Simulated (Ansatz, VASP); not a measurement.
# Ge2F3 in VASP and in Ansatz

```
Ge F
1.0
     4.40424    0.00000    0.00000
     0.00000    4.40424    0.00000
     0.00000    0.00000    4.40424
Ge F
2 3
Direct
  0.00000 0.00000 0.00000
  0.50000 0.50000 0.50000
  0.00000 0.50000 0.50000
  0.50000 0.00000 0.50000
  0.50000 0.50000 0.00000
```

Alike in both runs: functional PBE; k mesh 8 × 8 × 8; occupations gaussian, width 0.1 eV; no spin polarisation.

Ansatz relaxed the structure, and its values are those at the end. VASP's run is a single point on that final structure, the one shown.

|  | VASP | Ansatz |
| --- | --- | --- |
| version | VASP 6.6.1 | Ansatz 0.2.0 |
| potentials or method | VASP PAW PBE potentials, release 64 (Ge_d, F), cutoff 600 eV | scalar-relativistic, plane waves, PAW |
| valence electrons in the cell | 49 | 49 |

VASP gave:

```
gap on the k mesh at the Fermi level (eV) : none
pressure (GPa)                            : -0.2
```

Q: Estimate Ansatz's values.

A: gap on the k mesh at the Fermi level (eV): none; pressure (GPa): 0.0.

A gap of «none» marks a metal or a gap that the smearing closes. The functional is the same, so the differences come from potentials, cutoffs and numerics.
